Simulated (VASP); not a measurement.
# LiTa3O4 (Cmmm) in VASP: notebook

Runs on LiTa3O4. Level: PBE. Tasks: single point, relaxation of cell and atoms.

Program: VASP 6.6.1. These are calculated values, not measurements. Logs are shortened: lines on timing, memory, paths and dates and some standing lists are left out, and cuts for length are marked.

### Step 1. The cell of the first run

It takes space group Cmmm (No. 65, orthorhombic). The conventional cell has a = 5.576 Å, b = 11.980 Å, c = 2.950 Å, α = 90.00°, β = 90.00°, γ = 90.00°. Li (site symmetry mmm) has 8 O at 2.42 Å and 2 Li at 2.95 Å and 4 Ta at 3.15 Å within 3.2 Å. Within 2.7 Å of Ta (site symmetry m2m) lie 4 O at 2.06 to 2.20 Å. Ta (site symmetry mmm) has 4 O at 2.00 Å within 2.7 Å. O (site symmetry m) has 3 Ta at 2.00 to 2.20 Å and 2 Li at 2.42 Å and 1 O at 2.68 Å within 2.7 Å.

### Step 2. Single point, PBE

INCAR reads:

```
SYSTEM = LiTa3O4
PREC = Accurate
ENCUT = 520
EDIFF = 1E-6
ISMEAR = 0
SIGMA = 0.2
LREAL = .False.
LASPH = .True.
NELM = 60
ALGO = Normal
ISIF = 2
LWAVE = .False.
LCHARG = .False.
GGA = PE
NBANDS = 40
```

KPOINTS reads:

```
Automatic mesh
0
Gamma
  3 3 5
  0 0 0
```

POSCAR reads:

```
LiTa3O4
1.0
    2.7878311231     -5.9898164633      0.0000000000
    2.7878311231      5.9898164633      0.0000000000
    0.0000000000      0.0000000000      2.9498772970
Li Ta O
1 3 4
Direct
    0.0000000000      0.0000000000      0.5000000000
    0.2465778270      0.7534221730      0.0000000000
    0.7534221730      0.2465778270      0.0000000000
    0.5000000000      0.5000000000      0.0000000000
    0.3552896295      0.1244818649      0.0000000000
    0.8755181351      0.6447103705      0.0000000000
    0.1244818649      0.3552896295      0.0000000000
    0.6447103705      0.8755181351      0.0000000000
```

Potentials or basis: VASP PAW PBE potentials, release 64 (Li_sv, Ta_pv, O).

Command:

```sh
> cat potpaw_PBE.64/Li_sv/POTCAR potpaw_PBE.64/Ta_pv/POTCAR potpaw_PBE.64/O/POTCAR > POTCAR
> mpirun -np 1 vasp_std > vasp.out
```

OUTCAR:

```text
SYSTEM = LiTa3O4
   PREC = Accurate
   ENCUT = 520
   EDIFF = 1E-6
   ISMEAR = 0
   LREAL = .False.
   LASPH = .True.
   NELM = 60
   ISIF = 2
   GGA = PE

 ion  position               nearest neighbor table
   1  0.000  0.000  0.500-
   2  0.247  0.753  0.000-   5 2.06   6 2.06   7 2.20   8 2.20   3 2.79   3 2.79   4 3.04
   3  0.753  0.247  0.000-   7 2.06   8 2.06   5 2.20   6 2.20   2 2.79   2 2.79   4 3.04
   4  0.500  0.500  0.000-   5 2.00   6 2.00   7 2.00   8 2.00   2 3.04   3 3.04
   5  0.355  0.124  0.000-   4 2.00   2 2.06   3 2.20
   6  0.876  0.645  0.000-   4 2.00   2 2.06   3 2.20
   7  0.124  0.355  0.000-   4 2.00   3 2.06   2 2.20
   8  0.645  0.876  0.000-   4 2.00   3 2.06   2 2.20

  LATTYP: Found a base centered orthorhombic cell.
 ALAT       =     5.5756622462
 B/A-ratio  =     2.1485578569
 C/A-ratio  =     0.5290631259

  Lattice vectors:

 A1 = (   2.7878311231,  -5.9898164633,   0.0000000000)
 A2 = (   2.7878311231,   5.9898164633,   0.0000000000)
 A3 = (   0.0000000000,   0.0000000000,   2.9498772970)

Analysis of symmetry for initial positions (statically):
=====================================================================
 Subroutine PRICEL returns:
 Original cell was already a primitive cell.

 Routine SETGRP: Setting up the symmetry group for a
 base centered orthorhombic supercell.

 Subroutine GETGRP returns: Found  8 space group operations
 (whereof  8 operations were pure point group operations)
 out of a pool of  8 trial point group operations.

The static configuration has the point symmetry D_2h.

Analysis of symmetry for dynamics (positions and initial velocities):
=====================================================================
 Subroutine PRICEL returns:
 Original cell was already a primitive cell.

 Routine SETGRP: Setting up the symmetry group for a
 base centered orthorhombic supercell.

 Subroutine GETGRP returns: Found  8 space group operations
 (whereof  8 operations were pure point group operations)
 out of a pool of  8 trial point group operations.

The dynamic configuration has the point symmetry D_2h.

 Subroutine INISYM returns: Found  8 space group operations
 (whereof  8 operations are pure point group operations),
 and found     1 'primitive' translations

----------------------------------------------------------------------------------------

                                     Primitive cell

  volume of cell :      98.5176

  direct lattice vectors                    reciprocal lattice vectors
     2.787831123 -5.989816463  0.000000000     0.179350892 -0.083475012  0.000000000
     2.787831123  5.989816463  0.000000000     0.179350892  0.083475012  0.000000000
     0.000000000  0.000000000  2.949877297     0.000000000  0.000000000  0.338997151

  length of vectors
     6.606807371  6.606807371  2.949877297     0.197825226  0.197825226  0.338997151

  position of ions in fractional coordinates (direct lattice)
     0.000000000  0.000000000  0.500000000
     0.246577827  0.753422173  0.000000000
     0.753422173  0.246577827  0.000000000
     0.500000000  0.500000000  0.000000000
     0.355289629  0.124481865  0.000000000
     0.875518135  0.644710371  0.000000000
     0.124481865  0.355289629  0.000000000
     0.644710371  0.875518135  0.000000000

  ion indices of the primitive-cell ions
   primitive index   ion index
                 1           1
                 2           2
                 3           3
                 4           4
                 5           5
                 6           6
                 7           7
                 8           8

----------------------------------------------------------------------------------------

 KPOINTS: Automatic mesh

Automatic generation of k-mesh.
 Grid dimensions read from file:
 generate k-points for:    3    3    5

 Generating k-lattice:

  Cartesian coordinates                     Fractional coordinates (reciprocal lattice)
     0.059783631 -0.027825004  0.000000000     0.333333333  0.000000000  0.000000000
     0.059783631  0.027825004  0.000000000     0.000000000  0.333333333  0.000000000
     0.000000000  0.000000000  0.067799430     0.000000000  0.000000000  0.200000000

  Length of vectors
     0.065941742  0.065941742  0.067799430

  Shift w.r.t. Gamma in fractional coordinates (k-lattice)
     0.000000000  0.000000000  0.000000000

 Subroutine IBZKPT returns following result:
 ===========================================

 Found     12 irreducible k-points:

 Following reciprocal coordinates:
            Coordinates               Weight
  0.000000  0.000000  0.000000      1.000000
  0.333333  0.000000  0.000000      4.000000
  0.333333  0.333333  0.000000      2.000000
 -0.333333  0.333333  0.000000      2.000000
  0.000000  0.000000  0.200000      2.000000
  0.333333  0.000000  0.200000      8.000000
  0.333333  0.333333  0.200000      4.000000
 -0.333333  0.333333  0.200000      4.000000
  0.000000  0.000000  0.400000      2.000000
  0.333333  0.000000  0.400000      8.000000
  0.333333  0.333333  0.400000      4.000000
 -0.333333  0.333333  0.400000      4.000000
   k-points           NKPTS =     12   k-points in BZ     NKDIM =     12   number of bands    NBANDS=     40
   number of dos      NEDOS =    301   number of ions     NIONS =      8
   total plane-waves  NPLWV =  60000
   dimension x,y,z NGX =    50 NGY =   50 NGZ =   24
   dimension x,y,z NGXF=   100 NGYF=  100 NGZF=   48
   ions per type =               1   3   4
   NGX,Y,Z   is equivalent  to a cutoff of  12.58, 12.58, 13.53 a.u.
   NGXF,Y,Z  is equivalent  to a cutoff of  25.16, 25.16, 27.05 a.u.
 SYSTEM =  LiTa3O4
   PREC   = accura    normal or accurate (medium, high low for compatibility)
   ISTART =      0    job   : 0-new  1-cont  2-samecut
   ICHARG =      2    charge: 1-file 2-atom 10-const
   ISPIN  =      1    spin polarized calculation?
   LNONCOLLINEAR =      F non collinear calculations
   LSORBIT =      F    spin-orbit coupling
   LASPH  =      T    aspherical Exc in radial PAW
   ENCUT  =  520.0 eV  38.22 Ry    6.18 a.u.  12.28 12.28  5.48*2*pi/ulx,y,z
   NELM   =     60;   NELMIN=  2; NELMDL= -5     # of ELM steps
   EDIFF  = 0.1E-05   stopping-criterion for ELM
   LREAL  =      F    real-space projection
   EDIFFG = 0.1E-04   stopping-criterion for IOM
   NSW    =      0    number of steps for IOM
   IBRION =     -1    ionic relax: 0-MD 1-quasi-New 2-CG
   NFREE  =      0    steps in history (QN), initial steepest desc. (CG)
   ISIF   =      2    stress and relaxation
   ISYM   =      2    0-nonsym 1-usesym 2-fastsym
   POTIM  = 0.5000    time-step for ionic-motion
   TEBEG  =    0.0;   TEEND  =   0.0 temperature during run
   PSTRESS=    0.0 pullay stress
   NELECT =      60.0000    total number of electrons
   NUPDOWN=      -1.0000    fix difference up-down
   EMIN   =  10.00;   EMAX   =-10.00  energy-range for DOS
   EFERMI =   0.00;   METHOD = LEGACY
   ISMEAR =     0;   SIGMA  =   0.20  broadening in eV -4-tet -1-fermi 0-gaus
   EFERMI_NEDOS =   21; number of points for ismear=-14 and -15
   IALGO  =     38    algorithm
   IMIX   =      4    mixing-type and parameters
     AMIX     =   0.40;   BMIX     =  1.00
     AMIX_MAG =   1.60;   BMIX_MAG =  1.00
  volume/ion in A,a.u.               =      12.31        83.10
  Fermi-wavevector in a.u.,A,eV,Ry     =   1.387673  2.622323 26.199889  1.925638
  Thomas-Fermi vector in A             =   2.511872
   LORBIT       =      0    0 simple, 1 ext, 2 COOP (PROOUT), +10 PAW based schemes
   GGA     = PE    functional components
   LHFCALC =     F    Hartree Fock is set to
   AEXX    =    0.0000 exact exchange contribution
   IVDW    =     0    specifies the selected vdW correction
   LEPSILON=     F    determine dielectric tensor
   LRPA    =     F    only Hartree local field effects (RPA)
 non-spin polarized calculation
 Gauss-broadening in eV      SIGMA  =   0.20
  energy-cutoff  :      520.00
  volume of cell :       98.52
 maximum number of plane-waves:      2691
 NGX is ok and might be reduce to    50
   NGX = 25   NGY = 25   NGZ = 11

 number of electron      59.9999983 magnetization

 Free energy of the ion-electron system (eV)
  ---------------------------------------------------
  ext. energy  EPLUGINS =         0.00000000
  ---------------------------------------------------
  free energy    TOTEN  =       -71.59926010 eV

  energy without entropy =      -71.52052037  energy(sigma->0) =      -71.55989023

 E-fermi :   5.7552     XC(G=0): -11.4908

 val. band max:        5.6955193612   @ k =   0.3333   0.0000   0.4000
 cond. band min:       5.7748439910   @ k =   0.3333   0.0000   0.4000
 fundamental gap:      0.0793246298
 Fermi energy:         5.7551910624

 k-point     1 :       0.0000    0.0000    0.0000
  band No.  band energies     occupation
      1     -41.6109      2.00000
      2     -30.3303      2.00000
      3     -30.1433      2.00000
      4     -30.0882      2.00000
      5     -29.6486      2.00000
      6     -29.5391      2.00000
[... 32 lines left out ...]
     39       9.6314      0.00000
     40       9.8619      0.00000

 k-point     2 :       0.3333    0.0000    0.0000
  band No.  band energies     occupation
      1     -41.6109      2.00000
      2     -30.3069      2.00000
      3     -30.1485      2.00000
      4     -29.8225      2.00000
      5     -29.6517      2.00000
      6     -29.5654      2.00000
[... 32 lines left out ...]
     39       9.4973      0.00000
     40       9.7780      0.00000

 k-point     3 :       0.3333    0.3333    0.0000
  band No.  band energies     occupation
      1     -41.6108      2.00000
      2     -30.2836      2.00000
      3     -30.1567      2.00000
      4     -29.8179      2.00000
      5     -29.7023      2.00000
      6     -29.5363      2.00000
[... 337 lines left out ...]
  band No.  band energies     occupation
      1     -41.6026      2.00000
      2     -30.2240      2.00000
      3     -30.0985      2.00000
      4     -29.9249      2.00000
      5     -29.7550      2.00000
      6     -29.6438      2.00000
[... 32 lines left out ...]
     39      10.2258      0.00000
     40      10.5986      0.00000

 k-point    12 :      -0.3333    0.3333    0.4000
  band No.  band energies     occupation
      1     -41.6026      2.00000
      2     -30.2275      2.00000
      3     -30.1240      2.00000
      4     -29.9793      2.00000
      5     -29.9249      2.00000
      6     -29.6772      2.00000
[... 32 lines left out ...]
     39      10.5020      0.00000
     40      10.6987      0.00000

------------------------ aborting loop because EDIFF is reached ----------------------------------------

  FORCE on cell =-STRESS in cart. coord.  units (eV):
  Direction    XX          YY          ZZ          XY          YZ          ZX
  --------------------------------------------------------------------------------------
  -------------------------------------------------------------------------------------
  Total        0.5110169      0.6052245      0.0363122     -0.0000000      0.0000000      0.0000000
  in kB        8.3105905      9.8426760      0.5905400     -0.0000000      0.0000000      0.0000000
  external PRESSURE =       6.2479355 kB  Pullay stress =       0.0000000 kB

 VOLUME and BASIS-vectors are now :
 -----------------------------------------------------------------------------
  energy-cutoff  :      520.00
  volume of cell :       98.52
      direct lattice vectors                 reciprocal lattice vectors
     2.787831123 -5.989816463  0.000000000     0.179350892 -0.083475012  0.000000000
     2.787831123  5.989816463  0.000000000     0.179350892  0.083475012  0.000000000
     0.000000000  0.000000000  2.949877297     0.000000000  0.000000000  0.338997151

 POSITION                                       TOTAL-FORCE (eV/Angst)
 -----------------------------------------------------------------------------------
      0.00000      0.00000      1.47494         0.000000      0.000000      0.000000
      2.78783      3.03590      0.00000         0.000000      0.020364      0.000000
      2.78783     -3.03590      0.00000         0.000000     -0.020364      0.000000
      2.78783      0.00000      0.00000        -0.000000     -0.000000      0.000000
      1.33752     -1.38250      0.00000        -0.052846      0.002162      0.000000
      4.23814     -1.38250      0.00000         0.052846      0.002162     -0.000000
      1.33752      1.38250      0.00000        -0.052846     -0.002162      0.000000
      4.23814      1.38250      0.00000         0.052846     -0.002162     -0.000000
 -----------------------------------------------------------------------------------
    total drift:                               -0.000000      0.000000      0.000000

  FREE ENERGIE OF THE ION-ELECTRON SYSTEM (eV)
  ---------------------------------------------------
  free  energy   TOTEN  =       -71.5992600989 eV

  energy  without entropy=      -71.5205203690  energy(sigma->0) =      -71.55989023
```

It took 34 s on 1 thread of Intel Xeon 6975P-C (Granite Rapids), shared host; peak memory 0.24 GiB.

Results:

| Property | Result |
| --- | --- |
| Free energy | -71.5993 eV |
| Largest force | 0.053 eV/Å |
| Band gap on the k mesh | zero (band 30 reaches 6.34 eV, above the bottom of band 31 at 5.31 eV) |

Forces on the atoms (eV/Å):
```
Li   0.000  0.000  0.000
Ta   0.000  0.020  0.000
Ta   0.000 -0.020  0.000
Ta   0.000  0.000  0.000
O   -0.053  0.002  0.000
O    0.053  0.002  0.000
O   -0.053 -0.002  0.000
O    0.053 -0.002  0.000
```

Caveat: the k points lie up to 0.43 Å⁻¹ apart; the cutoff is under 1.25 times the usual one of these potentials, so pressure, stress and relaxed cells hold a basis-set (Pulay) error; spin-orbit coupling is left out, which moves the levels of the heavy elements.

### Step 3. Relaxation of cell and atoms, PBE

This run uses another cell than the first one, of 13.15 Å³/atom, 1.068 times its volume.

INCAR reads:

```
SYSTEM = LiTa3O4
PREC = Accurate
ENCUT = 600
EDIFF = 1E-6
ISMEAR = 0
SIGMA = 0.2
LREAL = .False.
LASPH = .True.
NELM = 100
ALGO = Normal
ISIF = 3
LWAVE = .False.
LCHARG = .False.
GGA = PE
IBRION = 2
NSW = 36
EDIFFG = -0.08
```

KPOINTS reads:

```
regular mesh
0
Gamma
  3 3 5
  0 0 0
```

POSCAR reads:

```
LiTa3O4
1.0
    2.7530153200     -5.4866300300      0.0000000000
    2.7530153200      5.4866300300      0.0000000000
    0.0000000000      0.0000000000      3.4825704600
Li Ta O
1 3 4
Direct
    0.0000000000      0.0000000000      0.5000000000
    0.2429999900      0.7570000100      0.0000000000
    0.7570000100      0.2429999900      0.0000000000
    0.5000000000      0.5000000000      0.0000000000
    0.3914800000      0.1310849900      0.0000000000
    0.8689150100      0.6085200000      0.0000000000
    0.1310849900      0.3914800000      0.0000000000
    0.6085200000      0.8689150100      0.0000000000
```

Potentials or basis: VASP PAW PBE potentials, release 64 (Li_sv, Ta_pv, O).

Command:

```sh
> cat potpaw_PBE.64/Li_sv/POTCAR potpaw_PBE.64/Ta_pv/POTCAR potpaw_PBE.64/O/POTCAR > POTCAR
> mpirun -np 1 vasp_std > vasp.out
```

Run time: 8.1 min. Hardware: 1 thread of Intel Xeon 6975P-C (Granite Rapids), shared host; peak memory 0.29 GiB.

The run converged. Its results:

```
Free energy                            : -71.6201 eV
Relaxed volume                         : 12.32 Å³/atom
Relaxed cell                           : a = 6.605 Å, b = 6.605 Å, c = 2.949 Å, α = 90.00°, β = 90.00°, γ = 130.04°
Space group after relaxing (to 0.05 Å) : Cmmm (No. 65)
Energy gained by relaxing              : 634.7 meV/atom
Ionic steps                            : 18
Pressure after relaxing                : 0.3 GPa
Largest force after relaxing           : 0.032 eV/Å
Band gap on the k mesh                 : zero (band 30 reaches 6.34 eV, above the bottom of band 31 at 5.31 eV)
```

Forces in eV/Å, atoms in the order of the input:
```
Li   0.000  0.000  0.000
Ta   0.000  0.032  0.000
Ta   0.000 -0.032  0.000
Ta   0.000  0.000  0.000
O   -0.013 -0.017  0.000
O    0.013 -0.017  0.000
O   -0.013  0.017  0.000
O    0.013  0.017  0.000
```

Stress tensor (GPa, compression positive):
```
0.31 0.00 0.00
0.00 0.56 0.00
0.00 0.00 0.04
```

Step by step:
```
step  energy change (eV)  largest force (eV/Å)  pressure (GPa)  volume (Å³)
   1              0.0000                5.4818           40.84       105.21
   2              7.5343                1.5689          -36.96       160.52
   3             -3.4265                0.5301          -15.88       121.93
   4             -3.6156                0.6557          -10.74       119.16
   5             -3.6417                0.8178           -7.44       117.63
   6             -4.4448                0.5911           -5.51       109.40
   7             -4.9339                0.5408           -1.08       101.12
   8             -4.9609                0.6212            1.86        97.75
   9             -4.9669                0.5881            0.84        98.82
  10             -5.0259                0.3145           -1.33        98.39
  11             -5.0317                0.1114           -0.92        98.50
  12             -5.0470                0.3089            2.62        97.37
  13             -5.0493                0.2518            1.65        97.66
  14             -5.0688                0.1984            0.70        98.21
  15             -5.0735                0.1648            0.06        98.63
  16             -5.0767                0.0804           -0.15        98.68
  17             -5.0769                0.0948           -0.21        98.69
  18             -5.0775                0.0324            0.30        98.52
```

Final structure:
```yaml
crystal:
  lattice:
    - [2.78967, -5.98731, 0.00000]
    - [2.78967, 5.98731, 0.00000]
    - [0.00000, 0.00000, 2.94931]
  atoms:
    - { symbol: Li, position: [0.00000, 0.00000, 0.50000] }
    - { symbol: Ta, position: [0.24665, 0.75335, 0.00000] }
    - { symbol: Ta, position: [0.75335, 0.24665, 0.00000] }
    - { symbol: Ta, position: [0.50000, 0.50000, 0.00000] }
    - { symbol: O, position: [0.35470, 0.12409, 0.00000] }
    - { symbol: O, position: [0.87591, 0.64530, 0.00000] }
    - { symbol: O, position: [0.12409, 0.35470, 0.00000] }
    - { symbol: O, position: [0.64530, 0.87591, 0.00000] }
```

Levels at points of the mesh, in eV from the Fermi level:
| k point | band 27 | band 28 | band 29 | band 30 | band 31 | band 32 | band 33 | band 34 |
| --- | --- | --- | --- | --- | --- | --- | --- | --- |
| (0.00, 0.00, 0.00) | -4.18 | -3.44 | -2.67 | -2.50 | 1.78 | 2.32 | 2.55 | 2.66 |

Caveat: the k points lie up to 0.43 Å⁻¹ apart in the final cell; the cutoff is under 1.25 times the usual one of these potentials, so pressure, stress and relaxed cells hold a basis-set (Pulay) error; spin-orbit coupling is left out, which moves the levels of the heavy elements; the relaxation stopped at a loose force limit of 0.08 eV/Å, so its end isn't a converged minimum.
